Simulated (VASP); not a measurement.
## Si: single point with LDA

Si:

```
CELL_PARAMETERS angstrom
0.00000 2.71356 2.71356
2.71356 0.00000 2.71356
2.71356 2.71356 0.00000
ATOMIC_POSITIONS crystal
Si 0.75000 0.75000 0.75000
Si 0.50000 0.50000 0.50000
```

| Quantity | Value |
| --- | --- |
| Program | VASP 6.6.1 |
| Task | single point |
| Functional | LDA |
| Potentials or basis | VASP PAW LDA potentials, release 64 (Si) |
| Cutoff | 520 eV |
| k mesh | 8 × 8 × 8 |
| Occupations | gaussian, width 0.01 eV |
| Spin | no spin polarisation |

| Item | Value |
| --- | --- |
| Pressure | -1.3 GPa |
| Band gap on the k mesh | 0.51 eV, indirect (least direct gap 2.52 eV) |

Levels at points of the mesh, in eV from the valence-band top:
| k point | band 2 | band 3 | band 4 | band 5 | band 6 | band 7 |
| --- | --- | --- | --- | --- | --- | --- |
| (0.00, 0.00, 0.00) | 0.00 | 0.00 | 0.00 | 2.52 | 2.52 | 2.52 |
| (0.50, 0.00, 0.00) | -7.00 | -1.20 | -1.20 | 1.44 | 3.29 | 3.29 |
| (0.50, 0.50, 0.00) | -7.82 | -2.86 | -2.86 | 0.60 | 0.60 | 9.99 |

It took 33 s on 1 thread of Intel Xeon 8259CL, with other jobs on the host, peak memory 0.14 GiB.

A k mesh can miss the band edges.
